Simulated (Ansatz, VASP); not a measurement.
# One calculation of BaCuSO, two programs

```
Ba Cu S O
1.0
     1.98668   -6.35952    0.00000
     1.98668    6.35952    0.00000
     0.00000    0.00000    6.14363
Ba Cu S O
2 2 2 2
Direct
  0.11954 0.91157 0.25071
  0.88750 0.09621 0.74963
  0.60816 0.40149 0.74825
  0.39576 0.59975 0.25628
  0.18890 0.81832 0.74792
  0.81992 0.18654 0.25562
  0.50813 0.50777 0.00010
  0.51235 0.51910 0.50758
```

Change from the starting cell: atoms moved at random, drawn with an rms of 0.05 Å.

Alike in both runs: task single point; functional PBE; k mesh 7 × 7 × 5; occupations fermi-dirac, width 0.05 eV; no spin polarisation.

```csv
,VASP,Ansatz
version,VASP 6.6.1,Ansatz 0.2.0
potentials or method,"VASP PAW PBE potentials, release 64 (Ba_sv, Cu, S, O)",Ansatz PAW
plane-wave cutoff (eV),520,420
valence electrons in the cell,66,82
```

Ansatz gave:

* gap on the k mesh at the Fermi level (eV): none
* pressure (GPa): -0.4
* traceless stress, the component that is largest in VASP (GPa): -0.24
* rms of the force components (eV/Å): 0.105

**Question.** Which values does VASP return?

**Answer.** gap on the k mesh at the Fermi level (eV): none; pressure (GPa): 0.5; traceless stress, the component that is largest in VASP (GPa): -0.26; rms of the force components (eV/Å): 0.114.

Atom by atom the forces differ by 0.029 eV/Å (rms over components). A gap of «none» marks a metal or a gap that the smearing closes. VASP's potentials hold 66 valence electrons a cell and Ansatz's 82, so a difference there can come from the potentials and not from the codes.

Spin-orbit coupling is off throughout.
